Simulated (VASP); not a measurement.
Crystal: BaTiO3.

```
Ba Ti O
1.0
     3.99038    0.00000    0.00000
     0.00000    3.99038    0.00000
     0.00000    0.00000    4.10266
Ba Ti O
1 1 3
Cartesian
  1.9952 1.9952 2.3900
  0.0000 0.0000 0.4104
  0.0000 1.9952 0.2635
  1.9952 0.0000 0.2635
  0.0000 0.0000 2.2522
```

```yaml
Program: VASP 6.6.1
Task: relaxation of cell and atoms
Functional: PBE
Potentials_or_basis: VASP PAW PBE potentials, release 64 (Ba_sv, Ti_sv, O)
Cutoff: 600 eV
k_mesh: 8 × 8 × 8
Occupations: gaussian, width 0.02 eV
Spin: no spin polarisation
```

At the start: pressure 2.9 GPa; volume 13.07 Å³/atom.

Question: How do energy, volume and symmetry change on relaxing?

Answer: Over 15 steps the energy falls by 3.9 meV/atom and the volume is 13.47 Å³/atom (+3.1 %); space group P4mm (No. 99, to 0.1 Å) before and after.

Step by step:
```csv
step,energy change (eV),largest force (eV/Å),pressure (GPa),volume (Å³)
1,0.0000,0.0546,2.94,65.33
2,-0.0028,0.3534,-2.43,67.62
3,-0.0110,0.1909,-0.05,66.54
4,-0.0134,0.0816,0.00,66.69
5,-0.0140,0.0609,0.05,66.81
6,-0.0158,0.0646,-0.02,66.95
7,-0.0186,0.0806,-0.13,67.34
8,-0.0188,0.0862,-0.15,67.45
9,-0.0193,0.0409,0.05,67.29
10,-0.0193,0.0452,0.04,67.31
11,-0.0195,0.0170,0.10,67.29
12,-0.0196,0.0165,0.13,67.29
13,-0.0195,0.0310,-0.21,67.43
14,-0.0196,0.0146,-0.02,67.35
15,-0.0196,0.0060,0.00,67.35
```

Final structure:
```
Ba Ti O
1.0
     3.99771    0.00000    0.00000
     0.00000    3.99771    0.00000
     0.00000    0.00000    4.21446
Ba Ti O
1 1 3
Direct
  0.50000 0.50000 0.58950
  0.00000 0.00000 0.10839
  0.00000 0.50000 0.06127
  0.50000 0.00000 0.06127
  0.00000 0.00000 0.53957
```
